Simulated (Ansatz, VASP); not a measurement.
**Li2O in VASP and in Ansatz**

```
Li O
1.0
     0.00000    2.31717    2.31717
     2.31717    0.00000    2.31717
     2.31717    2.31717    0.00000
Li O
2 1
Direct
  0.25000 0.25000 0.25000
  0.75000 0.75000 0.75000
  0.00000 0.00000 0.00000
```

Change from the starting cell: volume scaled by 1.01, crystal datasets.

Alike in both runs: task electric field gradients; functional PBEsol; k mesh 9 × 9 × 9; occupations fermi-dirac, width 0.03 eV; no spin polarisation.

|  | VASP | Ansatz |
| --- | --- | --- |
| version | VASP 6.6.1 | Ansatz 0.2.0 |
| potentials or method | VASP PAW PBE potentials, release 64 (Li_sv, O), cutoff 650 eV | all-electron PAW with datasets made for the crystal, scalar-relativistic |

Ansatz gave:

| Item | Value |
| --- | --- |
| gap on the k mesh at the Fermi level (eV) | 4.91 |
| pressure (GPa) | -2.9 |

**Question.** What did VASP give for the same quantities?

**Answer.** gap on the k mesh at the Fermi level (eV): 4.90; pressure (GPa): -3.0.

VASP's potentials were made for PBE, not for PBEsol. Ansatz ran all-electron here, and VASP with PAW potentials.
